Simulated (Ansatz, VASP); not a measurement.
# One calculation of Sr, two programs

INCAR

```
SYSTEM = Sr
ALGO = Normal
EDIFF = 1E-6
ENCUT = 500
GGA = CA
GGA_COMPAT = .FALSE.
ISIF = 2
ISMEAR = -1
LASPH = .TRUE.
LCHARG = .TRUE.
LELF = .TRUE.
LREAL = .FALSE.
LVHAR = .TRUE.
LWAVE = .FALSE.
NBANDS = 11
NELM = 120
PREC = Accurate
SIGMA = 0.2
```

File KPOINTS:

```
k-points
0
G
  9 9 9
  0 0 0
```

File POSCAR:

```
Sr
1.0
    0.0000000000      2.9028949114      2.9028949114
    2.9028949114      0.0000000000      2.9028949114
    2.9028949114      2.9028949114      0.0000000000
Sr
1
Direct
    0.0000000000      0.0000000000      0.0000000000
```

Input for Ansatz:

```yaml
crystal:
  lattice:
    - [0.0, 2.9028949114, 2.9028949114]
    - [2.9028949114, 0.0, 2.9028949114]
    - [2.9028949114, 2.9028949114, 0.0]
  atoms:
    - { symbol: Sr, position: [0.0, 0.0, 0.0] }
hamiltonian:
  xc: lda
  pseudopotentials:
    kind: paw
    azcp:
      Sr: "pseudopotentials/Sr.paw.azcp"
basis:
  ecutwfc: 420
  fft_grid_basis: typed
kpoints:
  mp_grid: { grid: [9, 9, 9], shift: [0, 0, 0] }
magnetization:
  spin_polarized: false
scf:
  occupations: { method: fermi_dirac, width: 0.2 }
  lower_state_search: "off"
output:
  stress: true
```

Alike in both runs: task single point; functional LDA; k mesh 9 × 9 × 9; occupations fermi-dirac, width 0.2 eV; no spin polarisation.

|  | VASP | Ansatz |
| --- | --- | --- |
| version | VASP 6.6.1 | Ansatz 0.2.0 |
| potentials or method | VASP PAW LDA potentials, release 64 (Sr_sv), cutoff 500 eV | plane waves (420 eV) with PAW, scalar-relativistic |
| valence electrons in the cell | 10 | 10 |

```tsv
	VASP	Ansatz	Ansatz less VASP
pressure (GPa)	0.0	0.0	+0.01
```

Ansatz warns that its potentials were made for another functional, while VASP's fit it. LDA's correlation is that of Perdew and Zunger in VASP and of Perdew and Wang (1992) in Ansatz.
